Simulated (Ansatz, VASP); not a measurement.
**Two plane-wave programs on ZnS**

The input POSCAR:

```
ZnS
1.0
    0.0000000000      2.5964640000      2.7046500000
    2.5964640000      0.0000000000      2.7046500000
    2.5964640000      2.5964640000      0.0000000000
Zn S
1 1
Direct
    0.0000000000      0.0000000000      0.0000000000
    0.7500000000      0.7500000000      0.7500000000
```

File INCAR.step1:

```
SYSTEM = ZnS
PREC = Accurate
ENCUT = 520
ISMEAR = 0
SIGMA = 0.05
LREAL = .False.
LASPH = .True.
NELM = 60
NBANDS = 16
GGA = PE
ALGO = Normal
EDIFF = 1E-4
LWAVE = .True.
LCHARG = .False.
```

Contents of INCAR.step2:

```
SYSTEM = ZnS
PREC = Accurate
ENCUT = 520
EDIFF = 1E-6
ISMEAR = 0
SIGMA = 0.05
LREAL = .False.
LASPH = .True.
NELM = 60
ALGO = Normal
ISIF = 2
LWAVE = .False.
LCHARG = .True.
METAGGA = R2SCAN
LMIXTAU = .True.
LELF = .True.
LVHAR = .True.
NBANDS = 16
ISTART = 1
```

The input KPOINTS:

```
regular mesh
0
Gamma
  8 8 8
  0 0 0
```

Input for Ansatz:

```yaml
crystal:
  lattice:
    - [0.0, 2.596464, 2.70465]
    - [2.596464, 0.0, 2.70465]
    - [2.596464, 2.596464, 0.0]
  atoms:
    - { symbol: Zn, position: [0.0, 0.0, 0.0] }
    - { symbol: S, position: [0.75, 0.75, 0.75] }
basis:
  ecutwfc: 500
kpoints:
  mp_grid: { grid: [8, 8, 8] }
hamiltonian:
  xc: r2scan
scf:
  occupations: { method: gaussian, width: 0.05 }
output:
  forces: true
  stress: true
  eigenvalues: true
```

Change from the starting cell: strain -0.040 along x and y, +0.000 along z, atoms carried along.

Alike in both runs: task single point; functional r2SCAN; k mesh 8 × 8 × 8; occupations gaussian, width 0.05 eV; no spin polarisation.

```csv
,VASP,Ansatz
version,VASP 6.6.1,Ansatz 0.2.0
potentials or method,"VASP PAW PBE potentials, release 64 (Zn, S), cutoff 520 eV","scalar-relativistic, plane waves, PAW"
valence electrons in the cell,18,18
```

|  | VASP | Ansatz | Ansatz less VASP |
| --- | --- | --- | --- |
| gap on the k mesh at the Fermi level (eV) | 2.99 | 2.97 | -0.018 |
| least direct gap on the mesh (eV) | 2.99 | 2.97 | -0.018 |
| pressure (GPa) | 6.5 | 6.4 | -0.05 |
| traceless stress, the component that is largest in VASP (GPa) | -1.21 | -1.20 | +0.002 |

VASP's potentials were made for PBE, not for r2SCAN. The functional is the same, so the differences come from potentials, cutoffs and numerics.
